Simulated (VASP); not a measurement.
Wanted: the native input for a VASP 6.6.1 run.

```
Task                   : single point
Functional             : PBE
Potentials or basis    : VASP PAW PBE potentials, release 64 (Mn_sv)
Cutoff                 : 680 eV
k mesh                 : 17 × 17 × 9
Occupations            : fermi-dirac, width 0.05 eV
Spin                   : no spin polarisation
Dipole correction      : no
Further INCAR settings : ALGO = Normal; EDIFF = 1e-06; NBANDS = 22
```

The structure of Mn lies in POSCAR:

```
Mn
1.0
    2.1844606730      0.0000000000      0.0000000000
   -1.0922303365      1.8917984364      0.0000000000
    0.0000000000      0.0000000000      3.5232477067
Mn
2
Direct
    0.3333333333      0.6666666667      0.2500000000
    0.6666666667      0.3333333333      0.7500000000
```

This isn't the form of Mn at room conditions, which is a 58-atom cubic cell.

One way to write it, as run:

INCAR

```
SYSTEM = Mn
  PREC = Accurate
  ENCUT = 680
  EDIFF = 1E-6
  ISMEAR = -1
  SIGMA = 0.05
  LREAL = .False.
  LASPH = .True.
  NELM = 120
  ALGO = Normal
  ISIF = 2
  LWAVE = .False.
  LCHARG = .False.
  GGA = PE
  NBANDS = 22
  GGA_COMPAT = .False.
```

KPOINTS

```
regular mesh
0
Gamma
  17 17 9
  0 0 0
```

Potentials or basis: VASP PAW PBE potentials, release 64 (Mn_sv).

Command:

```bash
$ cat potpaw_PBE.64/Mn_sv/POTCAR > POTCAR
$ mpirun -np 1 vasp_std > vasp.out
```

It gave:

The pressure is 244.0 GPa and the band gap on the k mesh is zero (bands 15 and 16 overlap by 3.43 eV).

Caveat: the cell stands under pressure; the run has no spin polarisation, though such a crystal can be magnetic.

It took 32 s on 1 thread of Intel(R) Xeon(R) 6975P-C (Granite Rapids), on a shared host, peak memory 0.18 GiB.
